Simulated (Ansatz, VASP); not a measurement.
**Se: VASP beside Ansatz**

```
Se
1.0
     0.00000    2.67005    2.67005
     2.67005    0.00000    2.67005
     2.67005    2.67005    0.00000
Se
2
Cartesian
  -0.6675 -0.6675 -0.6675
  0.6675 0.6675 0.6675
```

Change from the starting cell: volume scaled by 0.6, PAW files.

Alike in both runs: task single point; functional PBE; k mesh 11 × 11 × 11; occupations fermi-dirac, width 0.1 eV; no spin polarisation.

|  | VASP | Ansatz |
| --- | --- | --- |
| version | VASP 6.6.1 | Ansatz 0.2.0 |
| potentials or method | VASP PAW PBE potentials, release 64 (Se) | PAW with Ansatz's default frozen-core files, scalar-relativistic |
| plane-wave cutoff (eV) | 520 | 420 |
| valence electrons in the cell | 12 | 32 |

VASP gave:

* pressure (GPa): 54.7

Which values does Ansatz return?

Pressure (GPa): 54.1.

Both programs put the cell under a high pressure, so it lies far from rest at this level. The functional is the same, so the differences come from potentials, cutoffs and numerics. VASP's potentials hold 12 valence electrons a cell and Ansatz's 32, so a difference there can come from the potentials and not from the codes.
